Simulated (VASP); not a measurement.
# MgW (P4/mmm) in VASP: notebook, part 2 of 2

VASP 6.6.1. Earlier steps stand in the parts before.

## Step 3: Single point, PBE

This run uses another cell than the first one, of 19.36 Å³/atom.

The input, INCAR:

```
PREC = Accurate
ENCUT = 750
EDIFF = 1E-6
ISMEAR = 0
SIGMA = 0.1
LREAL = F
LASPH = T
NELM = 120
ALGO = Normal
ISIF = 2
LWAVE = F
LCHARG = F
GGA = PE
NBANDS = 19
GGA_COMPAT = F
```

The input, KPOINTS:

```
regular mesh
0
Gamma
  14 14 22
```

The input, POSCAR:

```
MgW
1.0
    3.8663676062      0.0000000000      0.0000000000
    0.0000000000      3.8663676062      0.0000000000
    0.0000000000      0.0000000000      2.5900352985
Mg W
1 1
Direct
    0.5000000000      0.5000000000      0.0000000000
    0.0000000000      0.0000000000      0.0000000000
```

Potentials or basis: VASP PAW PBE potentials, release 64 (Mg_sv, W_sv).

Run with:

```bash
cat potpaw_PBE.64/Mg_sv/POTCAR potpaw_PBE.64/W_sv/POTCAR > POTCAR
mpirun -np 1 vasp_std > vasp.out
```

OUTCAR:

```text
PREC = Accurate
   ENCUT = 750
   EDIFF = 1E-6
   ISMEAR = 0
   LREAL = F
   LASPH = T
   NELM = 120
   ISIF = 2
   GGA = PE

 ion  position               nearest neighbor table
   1  0.500  0.500  0.000-   2 2.73   2 2.73   2 2.73   2 2.73
   2  0.000  0.000  0.000-   1 2.73   1 2.73   1 2.73   1 2.73

  LATTYP: Found a simple tetragonal cell.
 ALAT       =     3.8663676062
 C/A-ratio  =     0.6698885265

  Lattice vectors:

 A1 = (   3.8663676062,   0.0000000000,   0.0000000000)
 A2 = (   0.0000000000,   3.8663676062,   0.0000000000)
 A3 = (   0.0000000000,   0.0000000000,   2.5900352985)

Analysis of symmetry for initial positions (statically):
=====================================================================
 Subroutine PRICEL returns:
 Original cell was already a primitive cell.

 Routine SETGRP: Setting up the symmetry group for a
 simple tetragonal supercell.

 Subroutine GETGRP returns: Found 16 space group operations
 (whereof 16 operations were pure point group operations)
 out of a pool of 16 trial point group operations.

The static configuration has the point symmetry D_4h.

Analysis of symmetry for dynamics (positions and initial velocities):
=====================================================================
 Subroutine PRICEL returns:
 Original cell was already a primitive cell.

 Routine SETGRP: Setting up the symmetry group for a
 simple tetragonal supercell.

 Subroutine GETGRP returns: Found 16 space group operations
 (whereof 16 operations were pure point group operations)
 out of a pool of 16 trial point group operations.

The dynamic configuration has the point symmetry D_4h.

 Subroutine INISYM returns: Found 16 space group operations
 (whereof 16 operations are pure point group operations),
 and found     1 'primitive' translations

----------------------------------------------------------------------------------------

                                     Primitive cell

  volume of cell :      38.7179

  direct lattice vectors                    reciprocal lattice vectors
     3.866367606  0.000000000  0.000000000     0.258640694  0.000000000  0.000000000
     0.000000000  3.866367606  0.000000000     0.000000000  0.258640694  0.000000000
     0.000000000  0.000000000  2.590035299     0.000000000  0.000000000  0.386095124

  length of vectors
     3.866367606  3.866367606  2.590035299     0.258640694  0.258640694  0.386095124

  position of ions in fractional coordinates (direct lattice)
     0.500000000  0.500000000  0.000000000
     0.000000000  0.000000000  0.000000000

  ion indices of the primitive-cell ions
   primitive index   ion index
                 1           1
                 2           2

----------------------------------------------------------------------------------------

 KPOINTS: regular mesh

Automatic generation of k-mesh.
 Grid dimensions read from file:
 generate k-points for:   14   14   22

 Generating k-lattice:

  Cartesian coordinates                     Fractional coordinates (reciprocal lattice)
     0.018474335  0.000000000  0.000000000     0.071428571  0.000000000  0.000000000
     0.000000000  0.018474335  0.000000000     0.000000000  0.071428571  0.000000000
     0.000000000  0.000000000  0.017549778     0.000000000  0.000000000  0.045454545

  Length of vectors
     0.018474335  0.018474335  0.017549778

  Shift w.r.t. Gamma in fractional coordinates (k-lattice)
     0.000000000  0.000000000  0.000000000

 Subroutine IBZKPT returns following result:
 ===========================================

 Found    432 irreducible k-points:

 Following reciprocal coordinates:
            Coordinates               Weight
  0.000000  0.000000  0.000000      1.000000
  0.071429  0.000000  0.000000      4.000000
  0.142857  0.000000  0.000000      4.000000
  0.214286  0.000000  0.000000      4.000000
  0.285714  0.000000  0.000000      4.000000
  0.357143  0.000000  0.000000      4.000000
[... 16 lines left out ...]
  0.285714  0.214286  0.000000      8.000000
  0.357143  0.214286  0.000000      8.000000
 [... further k-points ...]
   k-points           NKPTS =    432   k-points in BZ     NKDIM =    432   number of bands    NBANDS=     19
   number of dos      NEDOS =    301   number of ions     NIONS =      2
   total plane-waves  NPLWV =  31104
   dimension x,y,z NGX =    36 NGY =   36 NGZ =   24
   dimension x,y,z NGXF=    72 NGYF=   72 NGZF=   48
   ions per type =               1   1
   NGX,Y,Z   is equivalent  to a cutoff of  15.48, 15.48, 15.40 a.u.
   NGXF,Y,Z  is equivalent  to a cutoff of  30.96, 30.96, 30.81 a.u.
 SYSTEM =  unknown system
   PREC   = accura    normal or accurate (medium, high low for compatibility)
   ISTART =      0    job   : 0-new  1-cont  2-samecut
   ICHARG =      2    charge: 1-file 2-atom 10-const
   ISPIN  =      1    spin polarized calculation?
   LNONCOLLINEAR =      F non collinear calculations
   LSORBIT =      F    spin-orbit coupling
   LASPH  =      T    aspherical Exc in radial PAW
   ENCUT  =  750.0 eV  55.12 Ry    7.42 a.u.   8.63  8.63  5.78*2*pi/ulx,y,z
   NELM   =    120;   NELMIN=  2; NELMDL= -5     # of ELM steps
   EDIFF  = 0.1E-05   stopping-criterion for ELM
   LREAL  =      F    real-space projection
   EDIFFG = 0.1E-04   stopping-criterion for IOM
   NSW    =      0    number of steps for IOM
   IBRION =     -1    ionic relax: 0-MD 1-quasi-New 2-CG
   NFREE  =      0    steps in history (QN), initial steepest desc. (CG)
   ISIF   =      2    stress and relaxation
   ISYM   =      2    0-nonsym 1-usesym 2-fastsym
   POTIM  = 0.5000    time-step for ionic-motion
   TEBEG  =    0.0;   TEEND  =   0.0 temperature during run
   PSTRESS=    0.0 pullay stress
   NELECT =      24.0000    total number of electrons
   NUPDOWN=      -1.0000    fix difference up-down
   EMIN   =  10.00;   EMAX   =-10.00  energy-range for DOS
   EFERMI =   0.00;   METHOD = LEGACY
   ISMEAR =     0;   SIGMA  =   0.10  broadening in eV -4-tet -1-fermi 0-gaus
   EFERMI_NEDOS =   21; number of points for ismear=-14 and -15
   IALGO  =     38    algorithm
   IMIX   =      4    mixing-type and parameters
     AMIX     =   0.40;   BMIX     =  1.00
     AMIX_MAG =   1.60;   BMIX_MAG =  1.00
  volume/ion in A,a.u.               =      19.36       130.64
  Fermi-wavevector in a.u.,A,eV,Ry     =   1.395858  2.637789 26.509859  1.948420
  Thomas-Fermi vector in A             =   2.519269
   LORBIT       =      0    0 simple, 1 ext, 2 COOP (PROOUT), +10 PAW based schemes
   GGA     = PE    functional components
   LHFCALC =     F    Hartree Fock is set to
   AEXX    =    0.0000 exact exchange contribution
   IVDW    =     0    specifies the selected vdW correction
   LEPSILON=     F    determine dielectric tensor
   LRPA    =     F    only Hartree local field effects (RPA)
 non-spin polarized calculation
 Gauss-broadening in eV      SIGMA  =   0.10
  energy-cutoff  :      750.00
  volume of cell :       38.72
 maximum number of plane-waves:      1835
 NGX is ok and might be reduce to    36
   NGX = 17   NGY = 17   NGZ = 11

 number of electron      24.0000001 magnetization

 Free energy of the ion-electron system (eV)
  ---------------------------------------------------
  ext. energy  EPLUGINS =         0.00000000
  ---------------------------------------------------
  free energy    TOTEN  =       -11.38293798 eV

  energy without entropy =      -11.37313673  energy(sigma->0) =      -11.37803736

 E-fermi :   5.5732     XC(G=0): -10.8749

 val. band max:        5.5601065860   @ k =   0.5000   0.0714   0.4545
 cond. band min:       5.5739953801   @ k =   0.3571   0.0000   0.2727
 fundamental gap:      0.0138887941
 Fermi energy:         5.5731673138

 k-point     1 :       0.0000    0.0000    0.0000
  band No.  band energies     occupation
      1     -69.6437      2.00000
      2     -68.2557      2.00000
      3     -36.4051      2.00000
      4     -36.3736      2.00000
      5     -36.3736      2.00000
      6     -32.4786      2.00000
[... 11 lines left out ...]
     18      16.1160      0.00000
     19      18.5388      0.00000
[... 485 lines left out ...]
 k-point    24 :       0.3571    0.2143    0.0000
  band No.  band energies     occupation
      1     -69.6431      2.00000
      2     -68.2556      2.00000
      3     -36.4048      2.00000
      4     -36.3749      2.00000
      5     -36.3716      2.00000
      6     -32.5000      2.00000
[... 11 lines left out ...]
     18      16.1713      0.00000
     19      18.5388      0.00000

 [... further k-points ...]

------------------------ aborting loop because EDIFF is reached ----------------------------------------

  FORCE on cell =-STRESS in cart. coord.  units (eV):
  Direction    XX          YY          ZZ          XY          YZ          ZX
  --------------------------------------------------------------------------------------
  -------------------------------------------------------------------------------------
  Total       -0.0986467     -0.0986467     -0.0269969      0.0000000      0.0000000      0.0000000
  in kB       -4.0820786     -4.0820786     -1.1171519      0.0000000      0.0000000      0.0000000
  external PRESSURE =      -3.0937697 kB  Pullay stress =       0.0000000 kB

 VOLUME and BASIS-vectors are now :
 -----------------------------------------------------------------------------
  energy-cutoff  :      750.00
  volume of cell :       38.72
      direct lattice vectors                 reciprocal lattice vectors
     3.866367606  0.000000000  0.000000000     0.258640694  0.000000000  0.000000000
     0.000000000  3.866367606  0.000000000     0.000000000  0.258640694  0.000000000
     0.000000000  0.000000000  2.590035299     0.000000000  0.000000000  0.386095124

 POSITION                                       TOTAL-FORCE (eV/Angst)
 -----------------------------------------------------------------------------------
      1.93318      1.93318      0.00000         0.000000      0.000000      0.000000
      0.00000      0.00000      0.00000         0.000000      0.000000      0.000000
 -----------------------------------------------------------------------------------
    total drift:                                0.000000      0.000000      0.000000

  FREE ENERGIE OF THE ION-ELECTRON SYSTEM (eV)
  ---------------------------------------------------
  free  energy   TOTEN  =       -11.3829379830 eV

  energy  without entropy=      -11.3731367347  energy(sigma->0) =      -11.37803736
```

OSZICAR:

```text
N       E                     dE             d eps       ncg     rms          rms(c)
DAV:   1     0.276265245879E+03    0.27627E+03   -0.17479E+04 16432   0.181E+03
DAV:   2     0.699904334052E+01   -0.26927E+03   -0.26477E+03 17853   0.506E+02
DAV:   3    -0.105947442461E+02   -0.17594E+02   -0.17388E+02 28116   0.975E+01
DAV:   4    -0.117909204990E+02   -0.11962E+01   -0.11916E+01 19017   0.204E+01
DAV:   5    -0.118520379824E+02   -0.61117E-01   -0.61115E-01 22371   0.306E+00    0.127E+01
DAV:   6    -0.114420097786E+02    0.41003E+00   -0.12226E+00 18098   0.680E+00    0.438E+00
DAV:   7    -0.113924368809E+02    0.49573E-01   -0.62140E-02 18282   0.203E+00    0.155E+00
DAV:   8    -0.113833152716E+02    0.91216E-02   -0.14694E-02 22927   0.835E-01    0.229E-01
DAV:   9    -0.113829059962E+02    0.40928E-03   -0.15935E-03 19758   0.292E-01    0.949E-02
DAV:  10    -0.113829388339E+02   -0.32838E-04   -0.11996E-04 21497   0.102E-01    0.343E-02
DAV:  11    -0.113829379830E+02    0.85088E-06   -0.46859E-06 15323   0.180E-02
   1 F= -.11382938E+02 E0= -.11378037E+02  d E =-.980125E-02
```

stdout:

```text
POSCAR found type information on POSCAR MgW
 POSCAR found :  2 types and       2 ions
 scaLAPACK will be used
 LDA part: xc-table for (Slater+PW92), standard interpolation
 POSCAR, INCAR and KPOINTS ok, starting setup
 FFT: planning ... GRIDC
 FFT: planning ... GRID_SOFT
 FFT: planning ... GRID
 WAVECAR not read
 entering main loop
```

Wall time 2.3 min (1 thread of Intel Xeon Platinum 8559C (Emerald Rapids), shared host); peak memory 0.61 GiB.

Results:

| Item | Value |
| --- | --- |
| Free energy | -11.3829 eV |
| Pressure | -0.3 GPa |
| Band gap on the k mesh | zero (bands 12 and 13 overlap by 2.41 eV) |

Stress tensor (GPa, compression positive):
```
-0.41  0.00  0.00
 0.00 -0.41  0.00
 0.00  0.00 -0.11
```

Caveat: spin-orbit coupling is left out, which moves the levels of the heavy elements.
